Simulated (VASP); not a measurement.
# Sc3Ga2As (P4/mmm) in VASP: a series of runs

Runs on Sc3Ga2As. Level: PBE. Tasks: single point.

Everything below comes from runs of VASP 6.6.1. Logs are shortened: lines on timing, memory, paths and dates and some standing lists are left out, and cuts for length are marked.

## (1) The cell of the first run

The structure is tetragonal, space group P4/mmm (No. 123). Conventional cell: a = 3.287 Å, b = 3.287 Å, c = 10.074 Å, α = 90.00°, β = 90.00°, γ = 90.00°. Within 3.7 Å of Sc (site symmetry 4mm) lie 4 Ga at 2.81 Å and 4 As at 2.96 Å and 6 Sc at 3.21 to 3.66 Å. Sc (site symmetry 4/mmm) has 8 Ga at 2.83 Å and 6 Sc at 3.21 to 3.29 Å within 3.7 Å. Ga (site symmetry 4mm) has 8 Sc at 2.81 to 2.83 Å and 5 Ga at 3.24 to 3.29 Å and 1 As at 3.42 Å within 3.7 Å. As (site symmetry 4/mmm) has 8 Sc at 2.96 Å and 4 As at 3.29 Å and 2 Ga at 3.42 Å within 3.9 Å.

## (2) Single point, PBE

File INCAR:

```
ALGO     = Fast           # electronic algorithm
EDIFF    = 1E-6           # SCF threshold, eV
ENCUT    = 520            # plane-wave cutoff, eV
GGA      = PE             # functional
ISIF     = 2              # what is computed and relaxed
ISMEAR   = 0              # smearing method
LASPH    = True           # aspherical terms in the spheres
LCHARG   = False          # write CHGCAR
LREAL    = False          # projectors in reciprocal space
LWAVE    = False          # write WAVECAR
NBANDS   = 41             # bands
NELM     = 100            # most SCF steps
PREC     = Accurate       # precision mode
SIGMA    = 0.1            # smearing width, eV
```

File KPOINTS:

```
k-points
0
Gamma
  6 6 2
```

File POSCAR:

```
Sc3Ga2As
1.0
    3.2866349000      0.0000000000      0.0000000000
    0.0000000000      3.2866349000      0.0000000000
    0.0000000000      0.0000000000     10.0736430700
Sc Ga As
3 2 1
Direct
    0.5000000000      0.5000000000      0.1817286000
    0.5000000000      0.5000000000      0.5000000000
    0.5000000000      0.5000000000      0.8182714000
    0.0000000000      0.0000000000      0.3392778000
    0.0000000000      0.0000000000      0.6607222000
    0.0000000000      0.0000000000      0.0000000000
```

Potentials or basis: VASP PAW PBE potentials, release 64 (Sc_sv, Ga_d, As).

Launch:

```bash
$ cat potpaw_PBE.64/Sc_sv/POTCAR potpaw_PBE.64/Ga_d/POTCAR potpaw_PBE.64/As/POTCAR > POTCAR
$ mpirun -np 1 vasp_std > vasp.out
```

OUTCAR:

```text
EDIFF = 1E-6
   ENCUT = 520
   GGA = PE
   ISIF = 2
   ISMEAR = 0
   LASPH = True
   LREAL = False
   NELM = 100
   PREC = Accurate

 ion  position               nearest neighbor table
   1  0.500  0.500  0.182-   4 2.81   4 2.81   4 2.81   4 2.81   6 2.96   6 2.96   6 2.96   6 2.96
                             2 3.21
   2  0.500  0.500  0.500-   4 2.83   5 2.83   4 2.83   5 2.83   4 2.83   5 2.83   4 2.83   5 2.83
                             1 3.21   3 3.21
   3  0.500  0.500  0.818-   5 2.81   5 2.81   5 2.81   5 2.81   6 2.96   6 2.96   6 2.96   6 2.96
                             2 3.21
   4  0.000  0.000  0.339-   1 2.81   1 2.81   1 2.81   1 2.81   2 2.83   2 2.83   2 2.83   2 2.83

   5  0.000  0.000  0.661-   3 2.81   3 2.81   3 2.81   3 2.81   2 2.83   2 2.83   2 2.83   2 2.83

   6  0.000  0.000  0.000-   1 2.96   3 2.96   1 2.96   3 2.96   1 2.96   3 2.96   1 2.96   3 2.96

  LATTYP: Found a simple tetragonal cell.
 ALAT       =     3.2866349000
 C/A-ratio  =     3.0650325870

  Lattice vectors:

 A1 = (   3.2866349000,   0.0000000000,   0.0000000000)
 A2 = (   0.0000000000,   3.2866349000,   0.0000000000)
 A3 = (   0.0000000000,   0.0000000000,  10.0736430700)

Analysis of symmetry for initial positions (statically):
=====================================================================
 Subroutine PRICEL returns:
 Original cell was already a primitive cell.

 Routine SETGRP: Setting up the symmetry group for a
 simple tetragonal supercell.

 Subroutine GETGRP returns: Found 16 space group operations
 (whereof 16 operations were pure point group operations)
 out of a pool of 16 trial point group operations.

The static configuration has the point symmetry D_4h.

Analysis of symmetry for dynamics (positions and initial velocities):
=====================================================================
 Subroutine PRICEL returns:
 Original cell was already a primitive cell.

 Routine SETGRP: Setting up the symmetry group for a
 simple tetragonal supercell.

 Subroutine GETGRP returns: Found 16 space group operations
 (whereof 16 operations were pure point group operations)
 out of a pool of 16 trial point group operations.

The dynamic configuration has the point symmetry D_4h.

 Subroutine INISYM returns: Found 16 space group operations
 (whereof 16 operations are pure point group operations),
[... 99 lines left out ...]
   EDIFF  = 0.1E-05   stopping-criterion for ELM
   LREAL  =      F    real-space projection
   EDIFFG = 0.1E-04   stopping-criterion for IOM
   NSW    =      0    number of steps for IOM
   IBRION =     -1    ionic relax: 0-MD 1-quasi-New 2-CG
   NFREE  =      0    steps in history (QN), initial steepest desc. (CG)
   ISIF   =      2    stress and relaxation
   ISYM   =      2    0-nonsym 1-usesym 2-fastsym
   POTIM  = 0.5000    time-step for ionic-motion
   TEBEG  =    0.0;   TEEND  =   0.0 temperature during run
   PSTRESS=    0.0 pullay stress
   NELECT =      64.0000    total number of electrons
   NUPDOWN=      -1.0000    fix difference up-down
   EMIN   =  10.00;   EMAX   =-10.00  energy-range for DOS
   EFERMI =   0.00;   METHOD = LEGACY
   ISMEAR =     0;   SIGMA  =   0.10  broadening in eV -4-tet -1-fermi 0-gaus
   EFERMI_NEDOS =   21; number of points for ismear=-14 and -15
   IALGO  =     68    algorithm
   IMIX   =      4    mixing-type and parameters
     AMIX     =   0.40;   BMIX     =  1.00
     AMIX_MAG =   1.60;   BMIX_MAG =  1.00
  volume/ion in A,a.u.               =      18.14       122.39
  Fermi-wavevector in a.u.,A,eV,Ry     =   1.371634  2.592013 25.597737  1.881381
  Thomas-Fermi vector in A             =   2.497313
   LORBIT       =      0    0 simple, 1 ext, 2 COOP (PROOUT), +10 PAW based schemes
   GGA     = PE    functional components
   LHFCALC =     F    Hartree Fock is set to
   AEXX    =    0.0000 exact exchange contribution
   IVDW    =     0    specifies the selected vdW correction
   LEPSILON=     F    determine dielectric tensor
   LRPA    =     F    only Hartree local field effects (RPA)
 non-spin polarized calculation
 RMM-DIIS sequential band-by-band and
 Gauss-broadening in eV      SIGMA  =   0.10
  energy-cutoff  :      520.00
  volume of cell :      108.82
 maximum number of plane-waves:      2968
   NGX = 13   NGY = 13   NGZ = 37

 number of electron      64.0000015 magnetization

 Free energy of the ion-electron system (eV)
  ---------------------------------------------------
  ext. energy  EPLUGINS =         0.00000000
  ---------------------------------------------------
  free energy    TOTEN  =       -32.68940681 eV

  energy without entropy =      -32.65765018  energy(sigma->0) =      -32.67352850

 E-fermi :   6.2831     XC(G=0): -11.1453

 val. band max:        6.2697054228   @ k =   0.5000   0.5000   0.5000
 cond. band min:       6.2933381588   @ k =   0.0000   0.0000   0.5000
 fundamental gap:      0.0236327360
 Fermi energy:         6.2831332989

 k-point     1 :       0.0000    0.0000    0.0000
  band No.  band energies     occupation
      1     -43.4011      2.00000
      2     -43.3979      2.00000
      3     -43.2468      2.00000
      4     -22.1164      2.00000
      5     -22.0982      2.00000
      6     -21.9672      2.00000
[... 869 lines left out ...]
     40       8.5127      0.00000
     41       9.9524      0.00000

------------------------ aborting loop because EDIFF is reached ----------------------------------------

  FORCE on cell =-STRESS in cart. coord.  units (eV):
  Direction    XX          YY          ZZ          XY          YZ          ZX
  --------------------------------------------------------------------------------------
  -------------------------------------------------------------------------------------
  Total        4.6312423      4.6312423      3.9143791      0.0000000     -0.0000000     -0.0000000
  in kB       68.1896720     68.1896720     57.6346930      0.0000000     -0.0000000     -0.0000000
  external PRESSURE =      64.6713457 kB  Pullay stress =       0.0000000 kB

 VOLUME and BASIS-vectors are now :
 -----------------------------------------------------------------------------
  energy-cutoff  :      520.00
  volume of cell :      108.82
      direct lattice vectors                 reciprocal lattice vectors
     3.286634900  0.000000000  0.000000000     0.304262576  0.000000000  0.000000000
     0.000000000  3.286634900  0.000000000     0.000000000  0.304262576  0.000000000
     0.000000000  0.000000000 10.073643070     0.000000000  0.000000000  0.099268953

 POSITION                                       TOTAL-FORCE (eV/Angst)
 -----------------------------------------------------------------------------------
      1.64332      1.64332      1.83067         0.000000     -0.000000     -1.236726
      1.64332      1.64332      5.03682        -0.000000      0.000000      0.000000
      1.64332      1.64332      8.24297         0.000000     -0.000000      1.236726
      0.00000      0.00000      3.41776        -0.000000      0.000000      0.297633
      0.00000      0.00000      6.65588        -0.000000      0.000000     -0.297633
      0.00000      0.00000      0.00000        -0.000000      0.000000      0.000000
 -----------------------------------------------------------------------------------
    total drift:                                0.000000     -0.000000     -0.000000

  FREE ENERGIE OF THE ION-ELECTRON SYSTEM (eV)
  ---------------------------------------------------
  free  energy   TOTEN  =       -32.6894068119 eV

  energy  without entropy=      -32.6576501834  energy(sigma->0) =      -32.67352850
```

OSZICAR:

```text
N       E                     dE             d eps       ncg     rms          rms(c)
DAV:   1     0.102150479722E+04    0.10215E+04   -0.28862E+04  1640   0.227E+03
DAV:   2     0.940778191552E+02   -0.92743E+03   -0.90490E+03  1960   0.761E+02
DAV:   3    -0.293331056531E+02   -0.12341E+03   -0.11740E+03  2509   0.294E+02
[... 12 lines left out ...]
RMM:  16    -0.326893950539E+02   -0.20233E-04   -0.18509E-04  2198   0.446E-02    0.535E-03
RMM:  17    -0.326893999803E+02   -0.49264E-05   -0.70544E-05  1813   0.236E-02    0.214E-03
RMM:  18    -0.326894043042E+02   -0.43239E-05   -0.38112E-05  1653   0.175E-02    0.856E-04
RMM:  19    -0.326894059710E+02   -0.16668E-05   -0.15649E-05  1558   0.122E-02    0.502E-04
RMM:  20    -0.326894068119E+02   -0.84085E-06   -0.90206E-06  1485   0.946E-03
   1 F= -.32689407E+02 E0= -.32673528E+02  d E =-.317566E-01
```

stdout:

```text
POSCAR found type information on POSCAR ScGaAs
 POSCAR found :  3 types and       6 ions
 scaLAPACK will be used
 LDA part: xc-table for (Slater+PW92), standard interpolation
 POSCAR, INCAR and KPOINTS ok, starting setup
 FFT: planning ... GRIDC
 FFT: planning ... GRID_SOFT
 FFT: planning ... GRID
 WAVECAR not read
 entering main loop
```

Run time: 57 s. Hardware: 1 thread of Intel Xeon 6975P-C (Granite Rapids), shared host; peak memory 0.25 GiB.

Results:

| Item | Value |
| --- | --- |
| Free energy | -32.6894 eV |
| Pressure | 6.5 GPa |
| Largest force | 1.237 eV/Å |
| Band gap on the k mesh | zero (band 32 reaches 6.51 eV, above the bottom of band 33 at 5.23 eV) |

Forces on the atoms (eV/Å):
```
Sc   0.000  0.000 -1.237
Sc   0.000  0.000  0.000
Sc   0.000  0.000  1.237
Ga   0.000  0.000  0.298
Ga   0.000  0.000 -0.298
As   0.000  0.000  0.000
```

Levels at points of the mesh, in eV from the Fermi level:
```csv
k point,band 29,band 30,band 31,band 32,band 33,band 34,band 35,band 36
"(0.00, 0.00, 0.00)",-0.63,-0.22,-0.12,-0.12,-0.12,0.78,0.78,1.18
"(0.50, 0.00, 0.00)",-3.06,-1.38,-0.03,0.08,0.09,0.09,0.35,1.16
"(0.50, 0.50, 0.00)",-2.84,-2.35,-2.35,-1.73,-1.06,-0.58,1.40,1.40
"(0.00, 0.00, 0.50)",-0.49,-0.49,-0.18,-0.18,0.01,0.93,1.13,1.13
"(0.50, 0.00, 0.50)",-2.65,-0.90,-0.65,0.02,0.17,0.19,0.24,0.70
"(0.50, 0.50, 0.50)",-2.79,-2.79,-2.41,-2.41,-0.01,0.02,1.30,1.49
```

Caveat: forces of over 1 eV/Å act on the atoms, so gaps and moduli don't describe the material at rest.

## (3) Single point, PBE

This run uses another cell than the first one, of 19.15 Å³/atom, 1.056 times its volume.

File INCAR:

```
SYSTEM = Sc3Ga2As
PREC = Accurate
ENCUT = 520
EDIFF = 1E-6
ISMEAR = 0
SIGMA = 0.1
LREAL = .False.
LASPH = .True.
NELM = 80
ALGO = Normal
ISIF = 2
LWAVE = .False.
LCHARG = .False.
GGA = PE
NBANDS = 41
```

File KPOINTS:

```
regular mesh
0
Gamma
  6 6 2
  0 0 0
```

File POSCAR:

```
Sc3Ga2As
1.0
    3.5105150212      0.0000000000      0.0000000000
    0.0000000000      3.5105150212      0.0000000000
    0.0000000000      0.0000000000      9.3237505936
Sc Ga As
3 2 1
Direct
    0.5000000000      0.5000000000      0.1588252944
    0.5000000000      0.5000000000      0.5000000000
    0.5000000000      0.5000000000      0.8411747056
    0.0000000000      0.0000000000      0.3362116540
    0.0000000000      0.0000000000      0.6637883460
    0.0000000000      0.0000000000      0.0000000000
```

Potentials or basis: VASP PAW PBE potentials, release 64 (Sc_sv, Ga_d, As).

Launch:

```bash
$ cat potpaw_PBE.64/Sc_sv/POTCAR potpaw_PBE.64/Ga_d/POTCAR potpaw_PBE.64/As/POTCAR > POTCAR
$ mpirun -np 1 vasp_std > vasp.out
```

It took 59 s on 1 thread of Intel Xeon 6975P-C (Granite Rapids), shared host; peak memory 0.27 GiB.

It converged, with:

```
Free energy            : -33.3742 eV
Pressure               : 0.3 GPa
Largest force          : 0.047 eV/Å
Band gap on the k mesh : zero (band 32 reaches 5.95 eV, above the bottom of band 33 at 4.93 eV)
```

Forces in eV/Å, atoms in the order of the input:
```
Sc   0.000  0.000  0.047
Sc   0.000  0.000  0.000
Sc   0.000  0.000 -0.047
Ga   0.000  0.000  0.003
Ga   0.000  0.000 -0.003
As   0.000  0.000  0.000
```

Stress tensor (GPa, compression positive):
```
0.21 0.00 0.00
0.00 0.21 0.00
0.00 0.00 0.35
```

Levels at points of the mesh, in eV from the Fermi level:
| k point | band 29 | band 30 | band 31 | band 32 | band 33 | band 34 | band 35 | band 36 |
| --- | --- | --- | --- | --- | --- | --- | --- | --- |
| (0.00, 0.00, 0.00) | -1.06 | -0.72 | -0.56 | -0.01 | 0.14 | 0.63 | 0.63 | 1.76 |
| (0.50, 0.00, 0.00) | -2.43 | -1.28 | -1.12 | -0.06 | 0.38 | 0.48 | 0.69 | 1.02 |
| (0.50, 0.50, 0.00) | -2.44 | -2.33 | -2.33 | -0.96 | -0.89 | -0.83 | 1.60 | 1.88 |
| (0.00, 0.00, 0.50) | -1.03 | -0.68 | -0.63 | -0.31 | 0.36 | 0.74 | 0.74 | 1.56 |
| (0.50, 0.00, 0.50) | -1.92 | -1.09 | -0.42 | 0.12 | 0.22 | 0.32 | 0.33 | 0.54 |
| (0.50, 0.50, 0.50) | -2.45 | -2.45 | -2.31 | -2.31 | -0.35 | 0.03 | 2.10 | 2.23 |
